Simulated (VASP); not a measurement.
Here is a VASP 6.6.1 calculation.

Contents of INCAR:

```
PREC = Accurate
ENCUT = 520
EDIFF = 1E-7
ISMEAR = 0
SIGMA = 0.15
LREAL = F
LASPH = T
NELM = 100
ALGO = Normal
ISIF = 2
LWAVE = F
LCHARG = F
GGA = PS
NBANDS = 15
```

File KPOINTS:

```
Automatic mesh
0
Gamma
  21 21 18
```

The input POSCAR:

```
TaN
1.0
    2.7223777219      0.0000000000      0.0000000000
   -1.3611888609      2.3576482659      0.0000000000
    0.0000000000      0.0000000000      2.7819977941
Ta N
1 1
Direct
    0.3333333333      0.6666666667      0.5000000000
    0.0000000000      0.0000000000      0.0000000000
```

Potentials or basis: VASP PAW PBE potentials, release 64 (Ta_pv, N).

The run is started by

```bash
$ cat potpaw_PBE.64/Ta_pv/POTCAR potpaw_PBE.64/N/POTCAR > POTCAR
$ mpirun -np 1 vasp_std > vasp.out
```

Problem. What does it give for the band gap on the k mesh?

Solution. Zero (band 8 reaches 10.45 eV, above the bottom of band 9 at 9.93 eV).

Problem. What does it give for the pressure?

Solution. 92.6 GPa.

Stress tensor (GPa, compression positive):
```
100.83   0.00   0.00
  0.00 100.83   0.00
  0.00   0.00  76.04
```

Caveat: the PAW data sets were made with another functional, which shifts forces and pressure a little; spin-orbit coupling is left out, which moves the levels of the heavy elements.
